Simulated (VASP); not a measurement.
# AlSn (P-6m2) in VASP: settings compared, part 2 of 2

VASP 6.6.1.

## Step 4: Relaxation of cell and atoms, PBEsol+D4

This run uses another cell than the first one, of 25.24 Å³/atom, 1.060 times its volume.

File INCAR:

```
SYSTEM = AlSn
PREC = Accurate
ENCUT = 600
EDIFF = 1E-6
ISMEAR = -1
SIGMA = 0.05
LREAL = .FALSE.
LASPH = .TRUE.
NELM = 80
ALGO = Normal
ISIF = 3
LWAVE = .FALSE.
LCHARG = .FALSE.
GGA = PS
IVDW = 13
IBRION = 2
NSW = 60
EDIFFG = -0.01
```

File KPOINTS:

```
Automatic mesh
0
G
  7 7 8
  0 0 0
```

File POSCAR:

```
AlSn
1.0
    4.1981056157      0.0000000000      0.0000000000
   -2.0990528078      3.6356661109      0.0000000000
    0.0000000000      0.0000000000      3.3068470000
Sn Al
1 1
Direct
    0.3333333333      0.6666666667      0.5000000000
    0.0000000000      0.0000000000      0.0000000000
```

The run is started by

```bash
$ cat potpaw_PBE.64/Sn_d/POTCAR potpaw_PBE.64/Al/POTCAR > POTCAR
$ mpirun -np 1 vasp_std > vasp.out
```

Run time: 62 s. Hardware: 1 thread of Intel Xeon Platinum 8488C (Sapphire Rapids), shared host; peak memory 0.21 GiB.

Results (log left out):

| Quantity | Value |
| --- | --- |
| Free energy | -8.3819 eV |
| Relaxed volume | 23.80 Å³/atom |
| Relaxed cell | a = 4.103 Å, b = 4.103 Å, c = 3.265 Å, α = 90.00°, β = 90.00°, γ = 120.00° |
| Space group after relaxing (to 0.05 Å) | P-6m2 (No. 187) |
| Energy gained by relaxing | 14.2 meV/atom |
| Ionic steps | 9 |
| Pressure after relaxing | 0.0 GPa |
| Dispersion energy per atom | -0.205 eV |

Step by step:
```csv
step,energy change (eV),largest force (eV/Å),pressure (GPa),volume (Å³)
1,0.0000,0.0000,-3.01,50.47
2,-0.0260,0.0000,0.79,47.08
3,-0.0274,0.0000,0.03,47.68
4,-0.0274,0.0000,-0.09,47.74
5,-0.0283,0.0000,-0.05,47.68
6,-0.0284,0.0000,-0.08,47.66
7,-0.0284,0.0000,-0.08,47.66
8,-0.0284,0.0000,0.09,47.57
9,-0.0284,0.0000,-0.02,47.60
```

Final structure:
```
Sn Al
1.0
     4.10301    0.00000    0.00000
    -2.05151    3.55331    0.00000
     0.00000    0.00000    3.26520
Sn Al
1 1
Direct
  0.33333 0.66667 0.50000
  0.00000 0.00000 0.00000
```

Levels at points of the mesh, in eV from the Fermi level:
| k point | band 5 | band 6 | band 7 | band 8 | band 9 | band 10 | band 11 | band 12 |
| --- | --- | --- | --- | --- | --- | --- | --- | --- |
| (0.00, 0.00, 0.00) | -21.16 | -10.85 | -0.17 | -0.17 | 1.14 | 2.53 | 3.22 | 3.22 |
| (0.00, 0.00, 0.50) | -21.10 | -7.71 | -6.52 | 2.87 | 2.87 | 3.77 | 3.77 | 4.18 |

Caveat: the PAW data sets were made with another functional, which shifts forces and pressure a little; spin-orbit coupling is left out, which moves the levels of the heavy elements; pairwise dispersion overbinds metals, which lowers pressure and volume.

## Step 5: Relaxation of cell and atoms, RPBE+D3(BJ)

This run uses another cell than the first one, of 25.24 Å³/atom, 1.060 times its volume.

File INCAR:

```
SYSTEM = AlSn
PREC     = Accurate       ! precision mode
ENCUT    = 600            ! plane-wave cutoff, eV
EDIFF    = 1E-7           ! SCF threshold, eV
ISMEAR   = -1             ! smearing method
SIGMA    = 0.05           ! smearing width, eV
LREAL    = .False.        ! projectors in reciprocal space
LASPH    = .True.         ! aspherical terms in the spheres
NELM     = 100            ! most SCF steps
ALGO     = Normal         ! electronic algorithm
ISIF     = 3              ! what is computed and relaxed
LWAVE    = .False.        ! write WAVECAR
LCHARG   = .False.        ! write CHGCAR
GGA      = RP             ! functional
IVDW     = 12             ! dispersion correction
IBRION   = 2              ! ionic algorithm
NSW      = 60             ! ionic steps
EDIFFG   = -0.01          ! ionic threshold
```

File KPOINTS:

```
Automatic mesh
0
Gamma
  7 7 8
  0 0 0
```

POSCAR is that of step 4.

The run is started by

```bash
$ cat potpaw_PBE.64/Sn_d/POTCAR potpaw_PBE.64/Al/POTCAR > POTCAR
$ mpirun -np 1 vasp_std > vasp.out
```

It took 5 min on 1 thread of Intel Xeon Platinum 8488C (Sapphire Rapids), shared host; peak memory 0.22 GiB.

It converged, with:

| Item | Value |
| --- | --- |
| Free energy | -10.8698 eV |
| Relaxed volume | 17.65 Å³/atom |
| Relaxed cell | a = 2.910 Å, b = 2.910 Å, c = 4.812 Å, α = 90.00°, β = 90.00°, γ = 120.00° |
| Space group after relaxing (to 0.05 Å) | P-6m2 (No. 187) |
| Energy gained by relaxing | 567.9 meV/atom |
| Ionic steps | 31 |
| Pressure after relaxing | 0.0 GPa |
| Dispersion energy per atom | -2.529 eV |

Stress tensor (GPa, compression positive):
```
 0.05  0.00  0.00
 0.00  0.05  0.00
 0.00  0.00 -0.06
```

The path:
```csv
step,energy change (eV),largest force (eV/Å),pressure (GPa),volume (Å³)
1,0.0000,0.0000,-11.77,50.47
2,-0.3336,0.0000,8.16,38.10
3,-0.4089,0.0000,-0.20,41.23
4,-0.4088,0.0000,0.17,41.06
5,-0.4126,0.0000,0.22,40.95
6,-0.4231,0.0000,0.17,40.59
7,-0.4161,0.0000,0.43,39.78
8,-0.4459,0.0000,2.18,37.80
9,-0.7757,0.0000,11.95,32.70
10,13.7129,0.0000,350.22,19.94
11,-0.7741,0.0000,12.92,32.48
12,0.4976,0.0000,69.39,26.43
13,-0.7690,0.0000,16.82,31.78
14,-0.5589,0.0000,34.22,29.17
15,-0.6129,0.0000,30.80,29.58
16,-0.6651,0.0000,28.62,29.85
17,-0.8021,0.0000,22.53,30.67
18,-0.9941,0.0000,12.19,32.36
19,-1.1032,0.0000,-2.45,35.92
20,-1.1066,0.0000,-0.89,35.43
21,-1.1067,0.0000,-0.47,35.31
22,-1.1106,0.0000,-0.43,35.29
23,-1.1216,0.0000,-0.16,35.25
24,-1.1352,0.0000,0.49,35.15
25,-1.1354,0.0000,0.67,35.12
26,-1.1356,0.0000,0.60,35.14
27,-1.1356,0.0000,0.61,35.13
28,-1.1358,0.0000,0.26,35.24
29,-1.1358,0.0000,0.05,35.30
30,-1.1358,0.0000,0.07,35.29
31,-1.1359,0.0000,0.02,35.30
```

Final structure:
```
Sn Al
1.0
     2.91050    0.00000    0.00000
    -1.45525    2.52056    0.00000
     0.00000    0.00000    4.81240
Sn Al
1 1
Direct
  0.33333 0.66667 0.50000
  0.00000 0.00000 0.00000
```

Levels at points of the mesh, in eV from the Fermi level:
```
           k point  band 7  band 8  band 9  band 10  band 11  band 12
(0.00, 0.00, 0.00)   -6.08   -5.78    9.25     9.25    10.19    11.05
(0.00, 0.00, 0.50)  -10.05    1.61    2.74    10.69    10.69    11.20
```

Caveat: the volume moved by over 15 % at a fixed basis, so the end points are rough; the PAW data sets were made with another functional, which shifts forces and pressure a little; spin-orbit coupling is left out, which moves the levels of the heavy elements; pairwise dispersion overbinds metals, which lowers pressure and volume.

## Step 6: Relaxation of cell and atoms, RPBE+D4

This run uses another cell than the first one, of 25.24 Å³/atom, 1.060 times its volume.

File INCAR:

```
PREC     = Accurate       # precision mode
ENCUT    = 600            # plane-wave cutoff, eV
EDIFF    = 1E-7           # SCF threshold, eV
ISMEAR   = -1             # smearing method
SIGMA    = 0.05           # smearing width, eV
LREAL    = F              # projectors in reciprocal space
LASPH    = T              # aspherical terms in the spheres
NELM     = 80             # most SCF steps
ALGO     = Fast           # electronic algorithm
ISIF     = 3              # what is computed and relaxed
LWAVE    = F              # write WAVECAR
LCHARG   = F              # write CHGCAR
GGA      = RP             # functional
IVDW     = 13             # dispersion correction
IBRION   = 2              # ionic algorithm
NSW      = 60             # ionic steps
EDIFFG   = -0.01          # ionic threshold
```

File KPOINTS:

```
Automatic mesh
0
Gamma
  7 7 8
```

POSCAR is that of step 5.

Potentials or basis: VASP PAW PBE potentials, release 64 (Sn_d, Al).

The run is started by

```bash
$ cat potpaw_PBE.64/Sn_d/POTCAR potpaw_PBE.64/Al/POTCAR > POTCAR
$ mpirun -np 1 vasp_std > vasp.out
```

Run time: 70 s. Hardware: 1 thread of Intel Xeon Platinum 8488C (Sapphire Rapids), shared host; peak memory 0.21 GiB.

It converged, with:

```
Free energy                            : -7.8143 eV
Relaxed volume                         : 24.00 Å³/atom
Relaxed cell                           : a = 4.106 Å, b = 4.106 Å, c = 3.287 Å, α = 90.00°, β = 90.00°, γ = 120.00°
Space group after relaxing (to 0.05 Å) : P-6m2 (No. 187)
Energy gained by relaxing              : 10.6 meV/atom
Ionic steps                            : 5
Pressure after relaxing                : 0.0 GPa
Dispersion energy per atom             : -0.633 eV
```

Step by step:
| step | energy change (eV) | largest force (eV/Å) | pressure (GPa) | volume (Å³) |
| --- | --- | --- | --- | --- |
| 1 | 0.0000 | 0.0000 | -2.43 | 50.47 |
| 2 | -0.0198 | 0.0000 | 0.46 | 47.72 |
| 3 | -0.0201 | 0.0000 | 0.10 | 48.02 |
| 4 | -0.0212 | 0.0000 | 0.03 | 48.00 |
| 5 | -0.0213 | 0.0000 | 0.01 | 48.00 |

Final structure:
```
Sn Al
1.0
     4.10636    0.00000    0.00000
    -2.05318    3.55621    0.00000
     0.00000    0.00000    3.28667
Sn Al
1 1
Direct
  0.33333 0.66667 0.50000
  0.00000 0.00000 0.00000
```

Levels at points of the mesh, in eV from the Fermi level:
```tsv
k point	band 6	band 7	band 8	band 9	band 10	band 11
(0.00, 0.00, 0.00)	-10.77	-0.14	-0.14	1.21	2.43	3.22
(0.00, 0.00, 0.50)	-7.67	-6.51	2.89	2.89	3.71	3.71
```

Caveat: the PAW data sets were made with another functional, which shifts forces and pressure a little; spin-orbit coupling is left out, which moves the levels of the heavy elements; pairwise dispersion overbinds metals, which lowers pressure and volume.

## Step 7: Overview

```tsv
task	level	cell	cutoff (eV)	gap on the mesh (eV)	pressure (GPa)	relaxed volume (Å³/atom)
single point	PBEsol+D4	a = 4.103, b = 4.103, c = 3.265 Å, angles 90.0, 90.0, 120.0°, 2 atoms	520	none	0.0	-
single point	RPBE+D4	a = 4.108, b = 4.108, c = 3.288 Å, angles 90.0, 90.0, 120.0°, 2 atoms	520	none	-0.1	-
relaxation of cell and atoms	PBEsol+D4	relaxed from a = 4.198, b = 4.198, c = 3.307 Å, angles 90.0, 90.0, 120.0°, 2 atoms	600	none	0.0	23.80
relaxation of cell and atoms	RPBE+D3(BJ)	relaxed from a = 4.198, b = 4.198, c = 3.307 Å, angles 90.0, 90.0, 120.0°, 2 atoms	600	none	0.0	17.65
relaxation of cell and atoms	RPBE+D4	relaxed from a = 4.198, b = 4.198, c = 3.307 Å, angles 90.0, 90.0, 120.0°, 2 atoms	600	none	0.0	24.00
```

Alike in all rows: potentials or basis VASP PAW PBE potentials, release 64 (Sn_d, Al); no spin polarisation; k mesh 7 × 7 × 8; smearing fermi-dirac 0.05 eV.

Caveats: the PAW data sets were made with another functional, which shifts forces and pressure a little; spin-orbit coupling is left out, which moves the levels of the heavy elements; pairwise dispersion overbinds metals, which lowers pressure and volume; the volume moved by over 15 % at a fixed basis, so the end points are rough (some runs).

Absolute energies hang on the potentials; compare differences alone.
